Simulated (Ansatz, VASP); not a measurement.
Two plane-wave programs on MgO

The input INCAR:

```
ALGO = Normal
EDIFF = 1E-8
ENCUT = 520
GGA = PE
ISIF = 2
ISMEAR = -1
LASPH = T
LCHARG = F
LEFG = T
LREAL = F
LWAVE = F
NBANDS = 11
NELM = 80
PREC = Accurate
SIGMA = 0.01
```

Contents of KPOINTS:

```
k-points
0
Gamma
  11 11 11
```

POSCAR

```
MgO
1.0
    0.0000000000      2.1492904783      2.1492904783
    2.1492904783      0.0000000000      2.1492904783
    2.1492904783      2.1492904783      0.0000000000
Mg O
1 1
Direct
    0.0000000000      0.0000000000      0.0000000000
    0.5000000000      0.5000000000      0.5000000000
```

Input for Ansatz:

```yaml
crystal:
  lattice:
    - [0.0, 2.1492904783, 2.1492904783]
    - [2.1492904783, 0.0, 2.1492904783]
    - [2.1492904783, 2.1492904783, 0.0]
  atoms:
    - { symbol: Mg, position: [0.0, 0.0, 0.0] }
    - { symbol: O, position: [0.5, 0.5, 0.5] }
kpoints:
  mp_grid: { grid: [11, 11, 11] }
scf:
  occupations: { method: fermi_dirac, width: 0.01 }
hamiltonian:
  xc: pbe
  pseudopotentials: { kind: paw }
output:
  forces: true
  stress: true
  eigenvalues: true
  efg: { contact_densities: true }
```

Change from the starting cell: volume scaled by 1.02, PAW files.

Alike in both runs: task electric field gradients; functional PBE; k mesh 11 × 11 × 11; occupations fermi-dirac, width 0.01 eV; no spin polarisation.

|  | VASP | Ansatz |
| --- | --- | --- |
| version | VASP 6.6.1 | Ansatz 0.2.0 |
| potentials or method | VASP PAW PBE potentials, release 64 (Mg, O) | PAW with Ansatz's default frozen-core files, scalar-relativistic |
| plane-wave cutoff (eV) | 520 | 420 |
| valence electrons in the cell | 8 | 16 |

|  | VASP | Ansatz | Ansatz less VASP |
| --- | --- | --- | --- |
| gap on the k mesh at the Fermi level (eV) | 4.16 | 4.17 | +0.019 |
| pressure (GPa) | -5.1 | -4.4 | +0.74 |

VASP's potentials hold 8 valence electrons a cell and Ansatz's 16, so a difference there can come from the potentials and not from the codes.
